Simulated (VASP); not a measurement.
The system is Co.

```
Co
1.0
     2.53615    0.00000    0.00000
    -1.26807    2.19637    0.00000
     0.00000    0.00000    4.14298
Co
2
Direct
  0.33333 0.66667 0.74014
  0.66667 0.33333 0.25986
```

Base run:

* Program: VASP 6.6.1
* Functional: PBEsol
* Potentials or basis: VASP PAW PBE potentials, release 64 (Co)
* Cutoff: 520 eV
* k mesh: 12 × 12 × 7
* Occupations: fermi-dirac, width 0.05 eV
* Spin: collinear spin, ferromagnetic start
* Starting moments: [2.0, 2.0] μB

Its results: pressure -19.5 GPa; net moment 3.34 μB per cell; site moments Co +1.69 μB; largest force 0.262 eV/Å.

Q: The run is repeated on the same cell with these changes: functional from PBEsol to r2SCAN; further incar settings from ALGO = Fast; EDIFF = 1e-07; NBANDS = 20 to ALGO = Normal; EDIFF = 1e-06; NBANDS = 20. What comes out?

A: Pressure -14.2 GPa; net moment 3.60 μB per cell; site moments Co +1.88 μB; largest force 0.024 eV/Å.

Caveats: the PAW data sets were made with another functional, which shifts forces and pressure a little.
